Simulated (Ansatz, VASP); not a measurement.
# Hg in VASP and in Ansatz

INCAR

```
PREC = Accurate ; ENCUT = 520
EDIFF = 1E-7 ; ISMEAR = -1
SIGMA = 0.03 ; LREAL = F
LASPH = T ; NELM = 100
ALGO = Normal ; ISIF = 2
LWAVE = F ; LCHARG = F
GGA = PE ; NBANDS = 12
```

The input KPOINTS:

```
Automatic mesh
0
Gamma
  12 12 12
```

The input POSCAR:

```
Hg
1.0
    1.7374915770      1.0117912320      2.2340000000
   -1.7225093336      0.9858412252      2.2340000000
   -0.0149822434     -1.9976324571      2.2340000000
Hg
1
Direct
    0.0000000000      0.0000000000      0.0000000000
```

Input for Ansatz:

```yaml
crystal:
  lattice:
    - [1.737491577, 1.011791232, 2.234]
    - [-1.7225093336, 0.9858412252, 2.234]
    - [-0.0149822434, -1.9976324571, 2.234]
  atoms:
    - { symbol: Hg, position: [0.0, 0.0, 0.0] }
kpoints:
  mp_grid: { grid: [12, 12, 12] }
scf:
  occupations: { method: fermi_dirac, width: 0.03 }
hamiltonian:
  xc: pbe
  pseudopotentials: { kind: all_electron, lapw: { basis_error: 0.0005 } }
output:
  forces: true
  stress: true
  eigenvalues: true
```

Change from the starting cell: xy shear strain of +1.5 %.

Alike in both runs: task single point; functional PBE; k mesh 12 × 12 × 12; occupations fermi-dirac, width 0.03 eV; no spin polarisation.

|  | VASP | Ansatz |
| --- | --- | --- |
| version | VASP 6.6.1 | Ansatz 0.2.0 |
| potentials or method | VASP PAW PBE potentials, release 64 (Hg), cutoff 520 eV | all-electron LAPW, scalar-relativistic |

```tsv
	VASP	Ansatz	Ansatz less VASP
pressure (GPa)	6.5	6.1	-0.45
traceless stress, the component that is largest in VASP (GPa)	0.78	0.60	-0.182
```

Ansatz ran all-electron here, and VASP with PAW potentials.

Neither program's run includes spin-orbit coupling.
